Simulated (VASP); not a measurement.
# KI (P4/mmm) in VASP: further runs, part 2 of 2

VASP 6.6.1.

### 4 Single point, PBE (strain -0.030 along x and y, +0.015 along z)

File INCAR:

```
ALGO = Normal
EDIFF = 1E-6
ENCUT = 520
GGA = PE
ISIF = 2
ISMEAR = 0
LASPH = T
LCHARG = T
LELF = T
LREAL = F
LVHAR = T
LWAVE = F
NBANDS = 15
NELM = 60
PREC = Accurate
SIGMA = 0.05
```

File KPOINTS:

```
k-points
0
Gamma
  6 6 6
```

File POSCAR:

```
KI
1.0
    4.1624607602      0.0000000000      0.0000000000
    0.0000000000      4.1624607602      0.0000000000
    0.0000000000      0.0000000000      4.3555646099
K I
1 1
Direct
    0.0000000000      0.0000000000      0.0000000000
    0.5000000000      0.5000000000      0.5000000000
```

Potentials or basis: VASP PAW PBE potentials, release 64 (K_sv, I).

On the command line:

```
$ cat potpaw_PBE.64/K_sv/POTCAR potpaw_PBE.64/I/POTCAR > POTCAR
$ mpirun -np 1 vasp_std > vasp.out
```

OUTCAR:

```text
EDIFF = 1E-6
   ENCUT = 520
   GGA = PE
   ISIF = 2
   ISMEAR = 0
   LASPH = T
   LREAL = F
   NELM = 60
   PREC = Accurate

 ion  position               nearest neighbor table
   1  0.000  0.000  0.000-   2 3.66   2 3.66   2 3.66   2 3.66   2 3.66   2 3.66   2 3.66   2 3.66

   2  0.500  0.500  0.500-   1 3.66   1 3.66   1 3.66   1 3.66   1 3.66   1 3.66   1 3.66   1 3.66

  LATTYP: Found a simple tetragonal cell.
 ALAT       =     4.1624607602
 C/A-ratio  =     1.0463917526

[... 621 lines left out ...]

------------------------ aborting loop because EDIFF is reached ----------------------------------------

  FORCE on cell =-STRESS in cart. coord.  units (eV):
  Direction    XX          YY          ZZ          XY          YZ          ZX
  --------------------------------------------------------------------------------------
  -------------------------------------------------------------------------------------
  Total        0.8324890      0.8324890      0.1525665      0.0000000     -0.0000000      0.0000000
  in kB       17.6743862     17.6743862      3.2391058      0.0000000     -0.0000000      0.0000000
  external PRESSURE =      12.8626261 kB  Pullay stress =       0.0000000 kB

 VOLUME and BASIS-vectors are now :
 -----------------------------------------------------------------------------
  energy-cutoff  :      520.00
  volume of cell :       75.46
      direct lattice vectors                 reciprocal lattice vectors
     4.162460760  0.000000000  0.000000000     0.240242505  0.000000000  0.000000000
     0.000000000  4.162460760  0.000000000     0.000000000  0.240242505  0.000000000
     0.000000000  0.000000000  4.355564610     0.000000000  0.000000000  0.229591359

 POSITION                                       TOTAL-FORCE (eV/Angst)
 -----------------------------------------------------------------------------------
      0.00000      0.00000      0.00000         0.000000      0.000000      0.000000
      2.08123      2.08123      2.17778         0.000000      0.000000      0.000000
 -----------------------------------------------------------------------------------
    total drift:                                0.000000      0.000000     -0.000000

  FREE ENERGIE OF THE ION-ELECTRON SYSTEM (eV)
  ---------------------------------------------------
  free  energy   TOTEN  =        -5.3909409548 eV

  energy  without entropy=       -5.3909409548  energy(sigma->0) =       -5.39094095
```

OSZICAR:

```text
N       E                     dE             d eps       ncg     rms          rms(c)
DAV:   1     0.890355819953E+02    0.89036E+02   -0.67520E+03  1200   0.931E+02
DAV:   2    -0.420920572895E+00   -0.89457E+02   -0.83946E+02  1487   0.220E+02
DAV:   3    -0.527284843390E+01   -0.48519E+01   -0.48273E+01  1745   0.442E+01
DAV:   4    -0.549193561361E+01   -0.21909E+00   -0.21901E+00  1800   0.837E+00
DAV:   5    -0.549352254524E+01   -0.15869E-02   -0.15869E-02  1729   0.792E-01    0.292E+00
DAV:   6    -0.540675694634E+01    0.86766E-01   -0.61631E-02  1529   0.177E+00    0.209E+00
DAV:   7    -0.538857515391E+01    0.18182E-01   -0.90087E-02  1613   0.180E+00    0.744E-01
DAV:   8    -0.539073295167E+01   -0.21578E-02   -0.13745E-02  1351   0.790E-01    0.164E-01
DAV:   9    -0.539086964465E+01   -0.13669E-03   -0.53889E-04  1711   0.160E-01    0.743E-02
DAV:  10    -0.539092553109E+01   -0.55886E-04   -0.87390E-05  1498   0.613E-02    0.167E-02
DAV:  11    -0.539094145851E+01   -0.15927E-04   -0.25672E-05  1487   0.333E-02    0.194E-02
DAV:  12    -0.539094095480E+01    0.50371E-06   -0.54456E-07  1349   0.589E-03
   1 F= -.53909410E+01 E0= -.53909410E+01  d E =-.381056E-20
```

Wall time 12 s (1 thread of AMD EPYC 9R45 (Zen 5), shared host); peak memory 0.17 GiB.

What came out:

```yaml
Free_energy: -5.3909 eV
Pressure: 1.3 GPa
Band_gap_on_the_k_mesh: 3.32 eV (least direct gap 3.69 eV)
```

Stress tensor (GPa, compression positive):
```
1.77 0.00 0.00
0.00 1.77 0.00
0.00 0.00 0.32
```

Caveat: the cell differs from its parent crystal (strain -0.030 along x and y, +0.015 along z); spin-orbit coupling is left out, which moves the levels of the heavy elements. A k mesh can miss the band edges.

### 5 Single point, PBE (strain +0.000 along x and y, -0.030 along z)

File INCAR:

```
SYSTEM = KI
ALGO = Normal
EDIFF = 1E-7
ENCUT = 520
GGA = PE
ISIF = 2
ISMEAR = 0
LASPH = .True.
LCHARG = .False.
LREAL = .False.
LWAVE = .False.
NBANDS = 15
NELM = 80
PREC = Accurate
SIGMA = 0.05
```

File KPOINTS:

```
k-points
0
Gamma
  6 6 6
  0 0 0
```

File POSCAR:

```
KI
1.0
    4.2911966600      0.0000000000      0.0000000000
    0.0000000000      4.2911966600      0.0000000000
    0.0000000000      0.0000000000      4.1624607602
K I
1 1
Direct
    0.0000000000      0.0000000000      0.0000000000
    0.5000000000      0.5000000000      0.5000000000
```

On the command line:

```
$ cat potpaw_PBE.64/K_sv/POTCAR potpaw_PBE.64/I/POTCAR > POTCAR
$ mpirun -np 1 vasp_std > vasp.out
```

Run time: 14 s. Hardware: 1 thread of AMD EPYC 9R45 (Zen 5), shared host; peak memory 0.17 GiB.

It converged, with:

- Free energy: -5.4050 eV
- Pressure: 1.0 GPa
- Band gap on the k mesh: 3.28 eV (least direct gap 3.62 eV)

Stress tensor (GPa, compression positive):
```
0.67 0.00 0.00
0.00 0.67 0.00
0.00 0.00 1.65
```

Levels at points of the mesh, in eV from the valence-band top:
| k point | band 4 | band 5 | band 6 | band 7 | band 8 | band 9 | band 10 | band 11 | band 12 | band 13 |
| --- | --- | --- | --- | --- | --- | --- | --- | --- | --- | --- |
| (0.00, 0.00, 0.00) | -12.93 | -11.36 | -0.57 | -0.57 | -0.34 | 3.28 | 4.52 | 4.66 | 8.16 | 8.38 |
| (0.50, 0.00, 0.00) | -12.92 | -11.03 | -2.51 | -0.51 | -0.28 | 5.45 | 6.01 | 6.93 | 7.06 | 8.51 |
| (0.50, 0.50, 0.00) | -12.91 | -11.01 | -1.92 | -1.92 | 0.00 | 3.72 | 5.73 | 6.84 | 6.84 | 9.16 |
| (0.00, 0.00, 0.50) | -12.91 | -10.99 | -2.53 | -0.46 | -0.46 | 5.43 | 6.06 | 6.90 | 7.14 | 8.50 |
| (0.50, 0.00, 0.50) | -12.90 | -10.96 | -1.96 | -1.86 | -0.17 | 3.79 | 5.51 | 6.55 | 6.60 | 9.02 |
| (0.50, 0.50, 0.50) | -12.99 | -10.79 | -1.92 | -1.84 | -1.84 | 5.51 | 5.51 | 5.57 | 8.77 | 8.77 |

Caveat: the cell differs from its parent crystal (strain +0.000 along x and y, -0.030 along z); spin-orbit coupling is left out, which moves the levels of the heavy elements.

### 6 Single point, PBE (strain -0.015 along x and y, +0.000 along z)

File INCAR:

```
SYSTEM = KI
PREC = Accurate
ENCUT = 520
EDIFF = 1E-6
ISMEAR = 0
SIGMA = 0.05
LREAL = .False.
LASPH = .True.
NELM = 60
ALGO = Normal
ISIF = 2
LWAVE = .False.
LCHARG = .False.
GGA = PE
NBANDS = 15
```

File KPOINTS:

```
regular mesh
0
Gamma
  6 6 6
  0 0 0
```

File POSCAR:

```
KI
1.0
    4.2268287101      0.0000000000      0.0000000000
    0.0000000000      4.2268287101      0.0000000000
    0.0000000000      0.0000000000      4.2911966600
K I
1 1
Direct
    0.0000000000      0.0000000000      0.0000000000
    0.5000000000      0.5000000000      0.5000000000
```

Potentials or basis: VASP PAW PBE potentials, release 64 (K_sv, I).

On the command line:

```
$ cat potpaw_PBE.64/K_sv/POTCAR potpaw_PBE.64/I/POTCAR > POTCAR
$ mpirun -np 1 vasp_std > vasp.out
```

It took 11 s on 1 thread of AMD EPYC 9R45 (Zen 5), shared host; peak memory 0.17 GiB.

It converged, with:

```
Free energy            : -5.4087 eV
Pressure               : 1.0 GPa
Band gap on the k mesh : 3.38 eV (least direct gap 3.75 eV)
```

Stress tensor (GPa, compression positive):
```
1.15 0.00 0.00
0.00 1.15 0.00
0.00 0.00 0.68
```

Levels at points of the mesh, in eV from the valence-band top:
```csv
k point,band 4,band 5,band 6,band 7,band 8,band 9,band 10,band 11,band 12,band 13
"(0.00, 0.00, 0.00)",-12.84,-11.27,-0.48,-0.37,-0.37,3.38,4.64,4.71,8.36,8.36
"(0.50, 0.00, 0.00)",-12.82,-10.92,-2.43,-0.40,-0.29,5.53,6.13,7.00,7.19,8.61
"(0.50, 0.50, 0.00)",-12.81,-10.88,-1.82,-1.82,-0.08,3.88,5.60,6.67,6.67,9.16
"(0.00, 0.00, 0.50)",-12.82,-10.94,-2.42,-0.31,-0.31,5.55,6.11,7.01,7.14,8.76
"(0.50, 0.00, 0.50)",-12.81,-10.90,-1.85,-1.80,0.00,3.85,5.71,6.79,6.81,9.18
"(0.50, 0.50, 0.50)",-12.90,-10.70,-1.79,-1.79,-1.75,5.60,5.63,5.63,8.86,8.95
```

Caveat: the cell differs from its parent crystal (strain -0.015 along x and y, +0.000 along z); spin-orbit coupling is left out, which moves the levels of the heavy elements.

### 7 Summary

| cell | gap on the mesh (eV) | pressure (GPa) |
| --- | --- | --- |
| a = 4.162, b = 4.162, c = 4.291 Å, 2 atoms | 3.41 | 1.6 |
| a = 4.227, b = 4.227, c = 4.162 Å, 2 atoms | 3.43 | 1.5 |
| a = 4.162, b = 4.162, c = 4.356 Å, 2 atoms | 3.32 | 1.3 |
| a = 4.291, b = 4.291, c = 4.162 Å, 2 atoms | 3.28 | 1.0 |
| a = 4.227, b = 4.227, c = 4.291 Å, 2 atoms | 3.38 | 1.0 |

Alike in all rows: task single point; level PBE; potentials or basis VASP PAW PBE potentials, release 64 (K_sv, I); no spin polarisation; k mesh 6 × 6 × 6; cutoff (eV) 520; smearing gaussian 0.05 eV.

Caveats: spin-orbit coupling is left out, which moves the levels of the heavy elements.

Absolute energies hang on the potentials; compare differences alone.
